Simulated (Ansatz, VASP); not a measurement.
**SiO2 in VASP and in Ansatz**

INCAR

```
SYSTEM = SiO2
PREC = Accurate
ENCUT = 520
EDIFF = 1E-6
ISMEAR = 0
SIGMA = 0.05
LREAL = .False.
LASPH = .True.
NELM = 100
ALGO = Normal
ISIF = 2
LWAVE = .False.
LCHARG = .False.
GGA = PE
NBANDS = 25
```

The input KPOINTS:

```
regular mesh
0
Gamma
  6 6 8
  0 0 0
```

File POSCAR:

```
SiO2
1.0
    4.2358788266      0.0000000000      0.0000000000
    0.0000000000      3.9393673087      0.0000000000
    0.0000000000      0.0000000000      2.6897743046
Si O
2 4
Direct
    0.5000000000      0.5000000000      0.5000000000
    0.0000000000      0.0000000000      0.0000000000
    0.7209573303      0.6650682551      0.0000000000
    0.2209573303      0.8349317449      0.5000000000
    0.2790426697      0.3349317449      0.0000000000
    0.7790426697      0.1650682551      0.5000000000
```

Input for Ansatz:

```yaml
crystal:
  lattice:
    - [4.2358788266, 0.0, 0.0]
    - [0.0, 3.9393673087, 0.0]
    - [0.0, 0.0, 2.6897743046]
  atoms:
    - { symbol: Si, position: [0.5, 0.5, 0.5] }
    - { symbol: Si, position: [0.0, 0.0, 0.0] }
    - { symbol: O, position: [0.7209573303, 0.6650682551, 0.0] }
    - { symbol: O, position: [0.2209573303, 0.8349317449, 0.5] }
    - { symbol: O, position: [0.2790426697, 0.3349317449, 0.0] }
    - { symbol: O, position: [0.7790426697, 0.1650682551, 0.5] }
basis:
  ecutwfc: 520.0
kpoints:
  mp_grid: { grid: [6, 6, 8] }
hamiltonian:
  xc: pbe
  pseudopotentials: { kind: paw, azcp: { folder: soft_1 } }
scf:
  occupations: { method: gaussian, width: 0.05 }
output:
  forces: true
  stress: true
  eigenvalues: true
```

Change from the starting cell: mode 4 frozen in at +0.167 Å, normal strain along y -0.0700.

Alike in both runs: task single point; functional PBE; k mesh 6 × 6 × 8; occupations gaussian, width 0.05 eV; no spin polarisation.

```csv
,VASP,Ansatz
version,VASP 6.6.1,Ansatz 0.2.0
potentials or method,"VASP PAW PBE potentials, release 64 (Si, O), cutoff 520 eV","scalar-relativistic, plane waves, PAW"
valence electrons in the cell,32,32
```

|  | VASP | Ansatz | Ansatz less VASP |
| --- | --- | --- | --- |
| gap on the k mesh at the Fermi level (eV) | 5.92 | 5.94 | +0.019 |
| least direct gap on the mesh (eV) | 5.92 | 5.94 | +0.019 |
| pressure (GPa) | 21.4 | 21.1 | -0.29 |
| traceless stress, the component that is largest in VASP (GPa) | 23.28 | 23.51 | +0.231 |
| rms of the force components (eV/Å) | 0.333 | 0.330 | -0.0028 |

Atom by atom the forces differ by 0.005 eV/Å (rms over components).
